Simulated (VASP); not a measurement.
# TiCo (Pm-3m) in VASP: a series of runs

Aim: see how the results for TiCo move with the level of theory and the settings. Levels: BLYP+D4, PBE, PBEsol. Tasks: single point.

Program: VASP 6.6.1. These are calculated values, not measurements. Logs are shortened: lines on timing, memory, paths and dates and some standing lists are left out, and cuts for length are marked.

## (1) The cell of the first run

Symmetry: Pm-3m, No. 221, cubic system. Conventional cell: a = 2.971 Å, b = 2.971 Å, c = 2.971 Å, α = 90.00°, β = 90.00°, γ = 90.00°. Within 3.4 Å of Co (site symmetry m-3m) lie 8 Ti at 2.57 Å and 6 Co at 2.97 Å. Ti (site symmetry m-3m) has 8 Co at 2.57 Å and 6 Ti at 2.97 Å within 3.4 Å.

## (2) Single point, BLYP+D4, collinear spin, ferromagnetic start

Contents of INCAR:

```
AGGAC = 1.0 ; AGGAX = 1.0
ALDAC = 0.0 ; ALDAX = 1.0
ALGO = Normal ; EDIFF = 1E-6
ENCUT = 520 ; GGA = B5
ISIF = 2 ; ISMEAR = -1
ISPIN = 2 ; IVDW = 13
LASPH = True ; LCHARG = False
LMAXMIX = 4 ; LORBIT = 11
LREAL = False ; LWAVE = False
MAGMOM = 2 1 ; NBANDS = 22
NELM = 150 ; PREC = Accurate
SIGMA = 0.05 ; VDW_A1 = 0.44488865
VDW_A2 = 4.0933009 ; VDW_S6 = 1.0
VDW_S8 = 2.34076671
```

Contents of KPOINTS:

```
k-points
0
Gamma
  9 9 9
```

Contents of POSCAR:

```
TiCo
1.0
    2.9713693719      0.0000000000      0.0000000000
    0.0000000000      2.9713693719      0.0000000000
    0.0000000000      0.0000000000      2.9713693719
Co Ti
1 1
Direct
    0.5000000000      0.5000000000      0.5000000000
    0.0000000000      0.0000000000      0.0000000000
```

Potentials or basis: VASP PAW PBE potentials, release 64 (Co, Ti_sv).

Run with:

```
$ cat potpaw_PBE.64/Co/POTCAR potpaw_PBE.64/Ti_sv/POTCAR > POTCAR
$ mpirun -np 1 vasp_std > vasp.out
```

OUTCAR:

```text
EDIFF = 1E-6
   ENCUT = 520
   GGA = B5
   ISIF = 2
   ISMEAR = -1
   ISPIN = 2
   IVDW = 13
   LASPH = True
   LORBIT = 11
   LREAL = False
   NELM = 150
   PREC = Accurate

 ion  position               nearest neighbor table
   1  0.500  0.500  0.500-   2 2.57   2 2.57   2 2.57   2 2.57   2 2.57   2 2.57   2 2.57   2 2.57

   2  0.000  0.000  0.000-   1 2.57   1 2.57   1 2.57   1 2.57   1 2.57   1 2.57   1 2.57   1 2.57

  LATTYP: Found a simple cubic cell.
 ALAT       =     2.9713693719

  Lattice vectors:

 A1 = (   2.9713693719,   0.0000000000,   0.0000000000)
 A2 = (   0.0000000000,   2.9713693719,   0.0000000000)
 A3 = (   0.0000000000,   0.0000000000,   2.9713693719)

Analysis of symmetry for initial positions (statically):
=====================================================================
 Subroutine PRICEL returns:
 Original cell was already a primitive cell.

 Routine SETGRP: Setting up the symmetry group for a
 simple cubic supercell.

 Subroutine GETGRP returns: Found 48 space group operations
 (whereof 48 operations were pure point group operations)
 out of a pool of 48 trial point group operations.

The static configuration has the point symmetry O_h .

Analysis of symmetry for dynamics (positions and initial velocities):
=====================================================================
 Subroutine PRICEL returns:
 Original cell was already a primitive cell.

 Routine SETGRP: Setting up the symmetry group for a
 simple cubic supercell.

 Subroutine GETGRP returns: Found 48 space group operations
 (whereof 48 operations were pure point group operations)
 out of a pool of 48 trial point group operations.

The dynamic configuration has the point symmetry O_h .

Analysis of structural, dynamic, and magnetic symmetry:
=====================================================================
 Subroutine PRICEL returns:
 Original cell was already a primitive cell.

 Routine SETGRP: Setting up the symmetry group for a
 simple cubic supercell.

 Subroutine GETGRP returns: Found 48 space group operations
 (whereof 48 operations were pure point group operations)
 out of a pool of 48 trial point group operations.

The overall configuration has the point symmetry O_h .

 Subroutine INISYM returns: Found 48 space group operations
 (whereof 48 operations are pure point group operations),
 and found     1 'primitive' translations

----------------------------------------------------------------------------------------

                                     Primitive cell

  volume of cell :      26.2343

  direct lattice vectors                    reciprocal lattice vectors
     2.971369372  0.000000000  0.000000000     0.336545167  0.000000000  0.000000000
     0.000000000  2.971369372  0.000000000     0.000000000  0.336545167  0.000000000
     0.000000000  0.000000000  2.971369372     0.000000000  0.000000000  0.336545167

  length of vectors
     2.971369372  2.971369372  2.971369372     0.336545167  0.336545167  0.336545167

  position of ions in fractional coordinates (direct lattice)
     0.500000000  0.500000000  0.500000000
     0.000000000  0.000000000  0.000000000

  ion indices of the primitive-cell ions
   primitive index   ion index
                 1           1
                 2           2

----------------------------------------------------------------------------------------

 KPOINTS: k-points

Automatic generation of k-mesh.
 Grid dimensions read from file:
 generate k-points for:    9    9    9

 Generating k-lattice:

  Cartesian coordinates                     Fractional coordinates (reciprocal lattice)
     0.037393907  0.000000000  0.000000000     0.111111111  0.000000000  0.000000000
     0.000000000  0.037393907  0.000000000     0.000000000  0.111111111  0.000000000
     0.000000000  0.000000000  0.037393907     0.000000000  0.000000000  0.111111111

  Length of vectors
     0.037393907  0.037393907  0.037393907

  Shift w.r.t. Gamma in fractional coordinates (k-lattice)
     0.000000000  0.000000000  0.000000000

 Subroutine IBZKPT returns following result:
 ===========================================

 Found     35 irreducible k-points:

 Following reciprocal coordinates:
            Coordinates               Weight
  0.000000  0.000000  0.000000      1.000000
  0.111111  0.000000  0.000000      6.000000
  0.222222  0.000000  0.000000      6.000000
  0.333333  0.000000  0.000000      6.000000
  0.444444  0.000000  0.000000      6.000000
  0.111111  0.111111  0.000000     12.000000
[... 16 lines left out ...]
  0.333333  0.333333  0.111111     24.000000
  0.444444  0.333333  0.111111     48.000000
 [... further k-points ...]
   k-points           NKPTS =     35   k-points in BZ     NKDIM =     35   number of bands    NBANDS=     22
   number of dos      NEDOS =    301   number of ions     NIONS =      2
   total plane-waves  NPLWV =  13824
   dimension x,y,z NGX =    24 NGY =   24 NGZ =   24
   dimension x,y,z NGXF=    48 NGYF=   48 NGZF=   48
   ions per type =               1   1
   NGX,Y,Z   is equivalent  to a cutoff of  13.43, 13.43, 13.43 a.u.
   NGXF,Y,Z  is equivalent  to a cutoff of  26.86, 26.86, 26.86 a.u.
 SYSTEM =  unknown system
   PREC   = accura    normal or accurate (medium, high low for compatibility)
   ISTART =      0    job   : 0-new  1-cont  2-samecut
   ICHARG =      2    charge: 1-file 2-atom 10-const
   ISPIN  =      2    spin polarized calculation?
   LNONCOLLINEAR =      F non collinear calculations
   LSORBIT =      F    spin-orbit coupling
   LASPH  =      T    aspherical Exc in radial PAW
   ENCUT  =  520.0 eV  38.22 Ry    6.18 a.u.   5.52  5.52  5.52*2*pi/ulx,y,z
   NELM   =    150;   NELMIN=  2; NELMDL= -5     # of ELM steps
   EDIFF  = 0.1E-05   stopping-criterion for ELM
   LREAL  =      F    real-space projection
   EDIFFG = 0.1E-04   stopping-criterion for IOM
   NSW    =      0    number of steps for IOM
   IBRION =     -1    ionic relax: 0-MD 1-quasi-New 2-CG
   NFREE  =      0    steps in history (QN), initial steepest desc. (CG)
   ISIF   =      2    stress and relaxation
   ISYM   =      2    0-nonsym 1-usesym 2-fastsym
   POTIM  = 0.5000    time-step for ionic-motion
   TEBEG  =    0.0;   TEEND  =   0.0 temperature during run
   PSTRESS=    0.0 pullay stress
   NELECT =      21.0000    total number of electrons
   NUPDOWN=      -1.0000    fix difference up-down
   EMIN   =  10.00;   EMAX   =-10.00  energy-range for DOS
   EFERMI =   0.00;   METHOD = LEGACY
   ISMEAR =    -1;   SIGMA  =   0.05  broadening in eV -4-tet -1-fermi 0-gaus
   EFERMI_NEDOS =   21; number of points for ismear=-14 and -15
   IALGO  =     38    algorithm
   IMIX   =      4    mixing-type and parameters
     AMIX     =   0.40;   BMIX     =  1.00
     AMIX_MAG =   1.60;   BMIX_MAG =  1.00
  volume/ion in A,a.u.               =      13.12        88.52
  Fermi-wavevector in a.u.,A,eV,Ry     =   1.520050  2.872479 31.436980  2.310553
  Thomas-Fermi vector in A             =   2.628953
   LORBIT       =     11    0 simple, 1 ext, 2 COOP (PROOUT), +10 PAW based schemes
   GGA     = B5    functional components
   LHFCALC =     F    Hartree Fock is set to
   AEXX    =    0.0000 exact exchange contribution
   IVDW    =    13    specifies the selected vdW correction
   LEPSILON=     F    determine dielectric tensor
   LRPA    =     F    only Hartree local field effects (RPA)
 spin polarized calculation
  energy-cutoff  :      520.00
  volume of cell :       26.23
 maximum number of plane-waves:       739
 NGX is ok and might be reduce to    24
   NGX = 11   NGY = 11   NGZ = 11

 number of electron      20.9999986 magnetization       0.7049025

 Free energy of the ion-electron system (eV)
  ---------------------------------------------------
  ext. energy  EPLUGINS =         0.00000000
  ---------------------------------------------------
  free energy    TOTEN  =       -13.65620386 eV

  energy without entropy =      -13.63822007  energy(sigma->0) =      -13.64721196

 E-fermi :  10.6304     XC(G=0): -12.0762

 val. band max:       10.5887132887   @ k =   0.4444   0.4444   0.3333
 cond. band min:      10.6355760303   @ k =   0.3333   0.3333   0.2222
 fundamental gap:      0.0468627416
 Fermi energy:        10.6303681454

 spin component 1

 k-point     1 :       0.0000    0.0000    0.0000
  band No.  band energies     occupation
      1     -46.3806      1.00000
      2     -22.6355      1.00000
      3     -22.6355      1.00000
      4     -22.6355      1.00000
      5       3.0381      1.00000
      6       6.4919      1.00000
[... 14 lines left out ...]
     21      30.1637      0.00000
     22      31.8993      0.00000
[... 552 lines left out ...]
  band No.  band energies     occupation
      1     -46.3206      1.00000
      2     -22.8973      1.00000
      3     -22.8250      1.00000
      4     -22.6253      1.00000
      5       6.3821      1.00000
      6       6.9955      1.00000
[... 14 lines left out ...]
     21      27.6748      0.00000
     22      30.7609      0.00000

 [... further k-points ...]

 spin component 2

 k-point     1 :       0.0000    0.0000    0.0000
  band No.  band energies     occupation
      1     -46.3688      1.00000
      2     -22.6239      1.00000
      3     -22.6239      1.00000
      4     -22.6239      1.00000
      5       3.0446      1.00000
      6       7.0099      1.00000
[... 14 lines left out ...]
     21      30.2927      0.00000
     22      31.8286      0.00000
[... 552 lines left out ...]
  band No.  band energies     occupation
      1     -46.3084      1.00000
      2     -22.8878      1.00000
      3     -22.8150      1.00000
      4     -22.6138      1.00000
      5       6.6374      1.00000
      6       7.2272      1.00000
[... 14 lines left out ...]
     21      27.7164      0.00000
     22      30.7653      0.00000

 [... further k-points ...]

------------------------ aborting loop because EDIFF is reached ----------------------------------------

  DFT-D4 for vdW energy calculation

  Edisp (eV):   -1.17891

  FORCE on cell =-STRESS in cart. coord.  units (eV):
  Direction    XX          YY          ZZ          XY          YZ          ZX
  --------------------------------------------------------------------------------------
  -------------------------------------------------------------------------------------
  Total      -0.06607    -0.06607    -0.06607     0.00000     0.00000     0.00000
  in kB      -4.03488    -4.03488    -4.03488     0.00000     0.00000     0.00000
  external pressure =       -4.03 kB  Pullay stress =        0.00 kB

 VOLUME and BASIS-vectors are now :
 -----------------------------------------------------------------------------
  energy-cutoff  :      520.00
  volume of cell :       26.23
      direct lattice vectors                 reciprocal lattice vectors
     2.971369372  0.000000000  0.000000000     0.336545167  0.000000000  0.000000000
     0.000000000  2.971369372  0.000000000     0.000000000  0.336545167  0.000000000
     0.000000000  0.000000000  2.971369372     0.000000000  0.000000000  0.336545167

 POSITION                                       TOTAL-FORCE (eV/Angst)
 -----------------------------------------------------------------------------------
      1.48568      1.48568      1.48568         0.000000      0.000000      0.000000
      0.00000      0.00000      0.00000         0.000000      0.000000      0.000000
 -----------------------------------------------------------------------------------
    total drift:                                0.000000      0.000000     -0.000000

  FREE ENERGIE OF THE ION-ELECTRON SYSTEM (eV)
  ---------------------------------------------------
  free  energy   TOTEN  =       -14.8351097930 eV

  energy  without entropy=      -14.8171260026  energy(sigma->0) =      -14.82611790

 total charge

# of ion       s       p       d       tot
------------------------------------------
    1        0.533   0.448   7.377   8.358
    2        2.249   6.176   1.929  10.353
--------------------------------------------------
tot          2.781   6.624   9.306  18.711

 magnetization (x)

# of ion       s       p       d       tot
------------------------------------------
    1        0.023  -0.005   0.722   0.740
    2       -0.002  -0.010   0.010  -0.002
--------------------------------------------------
tot          0.021  -0.015   0.732   0.738
```

Run time: 23 s. Hardware: 1 thread of Intel Xeon 6975P-C (Granite Rapids), shared host; peak memory 0.17 GiB.

Results:

* Free energy: -14.8351 eV
* Pressure: -0.4 GPa
* Net moment: 0.70 μB per cell
* Site moments: Co +0.74; Ti -0.00 μB
* Valence electrons inside the program's atomic spheres: Co 8.36; Ti 10.35
* Dispersion energy per atom: -0.589 eV

Levels at points of the mesh, in eV from the Fermi level:
Spin up:
```csv
k point,band 8,band 9,band 10,band 11,band 12,band 13
"(0.00, 0.00, 0.00)",-1.86,-1.86,-1.86,0.49,0.49,2.57
```
Spin down:
```tsv
k point	band 7	band 8	band 9	band 10	band 11	band 12	band 13	band 14
(0.00, 0.00, 0.00)	-3.62	-1.45	-1.45	-1.45	0.94	0.94	2.67	2.67
```

Caveat: the PAW data sets were made with another functional, which shifts forces and pressure a little; pairwise dispersion overbinds metals, which lowers pressure and volume.

## (3) Single point, PBE, collinear spin, ferromagnetic start

This run uses another cell than the first one, of 13.31 Å³/atom, 1.015 times its volume.

Contents of INCAR:

```
  PREC = Accurate
  ENCUT = 520
  EDIFF = 1E-7
  ISMEAR = -1
  SIGMA = 0.05
  LREAL = False
  LASPH = True
  NELM = 150
  ALGO = Normal
  ISIF = 2
  LWAVE = False
  LCHARG = False
  ISPIN = 2
  MAGMOM = 2 1
  LORBIT = 11
  LMAXMIX = 4
  GGA = PE
  NBANDS = 22
```

Contents of KPOINTS:

```
regular mesh
0
Gamma
  5 5 5
```

Contents of POSCAR:

```
TiCo
1.0
    2.9861109900      0.0000000000      0.0000000000
    0.0000000000      2.9861109900      0.0000000000
    0.0000000000      0.0000000000      2.9861109900
Co Ti
1 1
Direct
    0.5000000000      0.5000000000      0.5000000000
    0.0000000000      0.0000000000      0.0000000000
```

Potentials or basis: VASP PAW PBE potentials, release 64 (Co, Ti_sv).

Run with:

```
$ cat potpaw_PBE.64/Co/POTCAR potpaw_PBE.64/Ti_sv/POTCAR > POTCAR
$ mpirun -np 1 vasp_std > vasp.out
```

It took 26 s on 1 thread of AMD EPYC 7R43 (Zen 3), shared host; peak memory 0.11 GiB.

Results (log left out):

```yaml
Free_energy: -15.6906 eV
Pressure: -0.2 GPa
Net_moment: 0.90 μB per cell
Site_moments: Co +0.98; Ti -0.03 μB
Valence_electrons_inside_the_program's_atomic_spheres: Co 8.29; Ti 10.28
```

Levels at points of the mesh, in eV from the Fermi level:
Spin up:
| k point | band 8 | band 9 | band 10 | band 11 | band 12 | band 13 |
| --- | --- | --- | --- | --- | --- | --- |
| (0.00, 0.00, 0.00) | -1.74 | -1.74 | -1.74 | 0.60 | 0.60 | 2.75 |
Spin down:
```csv
k point,band 6,band 7,band 8,band 9,band 10,band 11,band 12,band 13,band 14,band 15
"(0.00, 0.00, 0.00)",-3.37,-3.37,-1.17,-1.17,-1.17,1.16,1.16,2.88,2.88,2.88
```

Caveat: the k points lie up to 0.42 Å⁻¹ apart.

## (4) Single point, PBEsol, collinear spin, ferromagnetic start

This run uses another cell than the first one, of 13.31 Å³/atom, 1.015 times its volume.

Contents of INCAR:

```
ALGO = Normal
EDIFF = 1E-6
ENCUT = 520
GGA = PS
ISIF = 2
ISMEAR = -1
ISPIN = 2
LASPH = True
LCHARG = False
LMAXMIX = 4
LORBIT = 11
LREAL = False
LWAVE = False
MAGMOM = 2 1
NBANDS = 22
NELM = 150
PREC = Accurate
SIGMA = 0.05
```

Contents of KPOINTS:

```
k-points
0
Gamma
  5 5 5
```

POSCAR is that of step 3.

Run with:

```
$ cat potpaw_PBE.64/Co/POTCAR potpaw_PBE.64/Ti_sv/POTCAR > POTCAR
$ mpirun -np 1 vasp_std > vasp.out
```

Run time: 24 s. Hardware: 1 thread of AMD EPYC 7R43 (Zen 3), shared host; peak memory 0.12 GiB.

Results (log left out):

```
Free energy                                           : -16.8816 eV
Pressure                                              : -7.4 GPa
Net moment                                            : 0.90 μB per cell
Site moments                                          : Co +0.95; Ti -0.01 μB
Valence electrons inside the program's atomic spheres : Co 8.29; Ti 10.28
```

Levels at points of the mesh, in eV from the Fermi level:
Spin up:
```
           k point  band 7  band 8  band 9  band 10  band 11  band 12  band 13  band 14
(0.00, 0.00, 0.00)   -4.04   -1.75   -1.75    -1.75     0.59     0.59     2.76     2.76
```
Spin down:
```csv
k point,band 6,band 7,band 8,band 9,band 10,band 11,band 12,band 13,band 14,band 15
"(0.00, 0.00, 0.00)",-3.42,-3.42,-1.15,-1.15,-1.15,1.11,1.11,2.89,2.89,2.89
```

Caveat: the k points lie up to 0.42 Å⁻¹ apart; the PAW data sets were made with another functional, which shifts forces and pressure a little.

## (5) Summary

```csv
level,cell,k mesh,gap on the mesh (eV),pressure (GPa),moment (μB)
BLYP+D4,"a = 2.971 Å, 2 atoms",9 × 9 × 9,none,-0.4,0.70
PBE,"a = 2.986 Å, 2 atoms",5 × 5 × 5,none,-0.2,0.90
PBEsol,"a = 2.986 Å, 2 atoms",5 × 5 × 5,none,-7.4,0.90
```

Alike in all rows: task single point; potentials or basis VASP PAW PBE potentials, release 64 (Co, Ti_sv); spin collinear, ferromagnetic start; cutoff (eV) 520; smearing fermi-dirac 0.05 eV.

Caveats: some runs use coarse meshes; the PAW data sets were made with another functional, which shifts forces and pressure a little (some runs); pairwise dispersion overbinds metals, which lowers pressure and volume (some runs).

Total energies depend on the potentials used, so only differences within one code and one set of settings carry meaning.
